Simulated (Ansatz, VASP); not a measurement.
Two plane-wave programs on WS2

```xyz
6
Lattice="3.1268 0.0000 0.0000 -1.5634 2.7079 0.0000 0.0000 0.0000 12.1627" Properties=species:S:1:pos:R:3 pbc="T T T"
W     0.0000    1.8053    3.0407
W     1.5634    0.9026    9.1220
S     0.0000    1.8053    7.5600
S     1.5634    0.9026    1.4787
S     0.0000    1.8053   10.6840
S     1.5634    0.9026    4.6027
```

Alike in both runs: functional LDA; k mesh 12 × 12 × 4; occupations gaussian, width 0.02 eV; no spin polarisation.

Ansatz relaxed the structure, and its values are those at the end. VASP's run is a single point on that final structure, the one shown.

```csv
,VASP,Ansatz
version,VASP 6.6.1,Ansatz 0.2.0
potentials or method,"VASP PAW LDA potentials, release 64 (W_sv, S), cutoff 500 eV","scalar-relativistic, plane waves, PAW"
valence electrons in the cell,52,52
```

Ansatz gave:

| Item | Value |
| --- | --- |
| gap on the k mesh at the Fermi level (eV) | 0.84 |
| least direct gap on the mesh (eV) | 1.88 |
| pressure (GPa) | 0.0 |
| rms of the force components (eV/Å) | 0.001 |

Q: Estimate VASP's values.

A: gap on the k mesh at the Fermi level (eV): 0.85; least direct gap on the mesh (eV): 1.89; pressure (GPa): 0.4; rms of the force components (eV/Å): 0.023.

LDA's correlation is that of Perdew and Zunger in VASP and of Perdew and Wang (1992) in Ansatz.

Neither program's run includes spin-orbit coupling.
